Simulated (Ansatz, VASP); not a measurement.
# One calculation of SrO, two programs

```
Sr O
1.0
     3.55329    0.00000    0.00000
    -1.77664    3.07724    0.00000
     0.00000    0.00000    6.21730
Sr O
2 2
Direct
  0.66667 0.33333 0.75000
  0.33333 0.66667 0.25000
  0.00000 0.00000 0.50000
  0.00000 0.00000 0.00000
```

Alike in both runs: task single point; functional LDA; k mesh 9 × 9 × 5; occupations fermi-dirac, width 0.05 eV; no spin polarisation.

|  | VASP | Ansatz |
| --- | --- | --- |
| version | VASP 6.6.1 | Ansatz 0.2.0 |
| potentials or method | VASP PAW LDA potentials, release 64 (Sr_sv, O) | Ansatz PAW |
| plane-wave cutoff (eV) | 520 | 420 |
| valence electrons in the cell | 32 | 32 |

|  | VASP | Ansatz | Ansatz less VASP |
| --- | --- | --- | --- |
| gap on the k mesh at the Fermi level (eV) | 2.88 | 2.87 | -0.009 |
| least direct gap on the mesh (eV) | 2.88 | 2.87 | -0.009 |
| pressure (GPa) | -5.0 | -5.6 | -0.64 |
| traceless stress, the component that is largest in VASP (GPa) | -0.62 | -0.62 | -0.004 |

LDA's correlation is that of Perdew and Zunger in VASP and of Perdew and Wang (1992) in Ansatz.

Noted on Ansatz's run: odd divisions of the mesh miss points on the zone boundary, where band edges often lie, so the gap on the mesh can be too wide.
